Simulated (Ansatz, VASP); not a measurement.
W: VASP beside Ansatz

```
W
1.0
     2.81941    0.00000    0.00000
    -1.40970    2.44168    0.00000
     0.00000    0.00000    4.60409
W
2
Direct
  0.33333 0.66667 0.25000
  0.66667 0.33333 0.75000
```

Alike in both runs: task relaxation of cell and atoms; functional PBE; k mesh 13 × 13 × 7; occupations fermi-dirac, width 0.1 eV; no spin polarisation.

|  | VASP | Ansatz |
| --- | --- | --- |
| version | VASP 6.6.1 | Ansatz 0.2.0 |
| potentials or method | VASP PAW PBE potentials, release 64 (W_sv), cutoff 600 eV | plane waves (420 eV) with PAW, scalar-relativistic |
| valence electrons in the cell | 28 | 28 |

|  | VASP | Ansatz | Ansatz less VASP |
| --- | --- | --- | --- |
| relaxed volume (Å³/atom) | 16.56 | 16.53 | -0.027 |
| relaxed cell length with the largest relative difference (Å) | 2.779 | 2.777 | -0.0018 |

Neither program's run includes spin-orbit coupling.
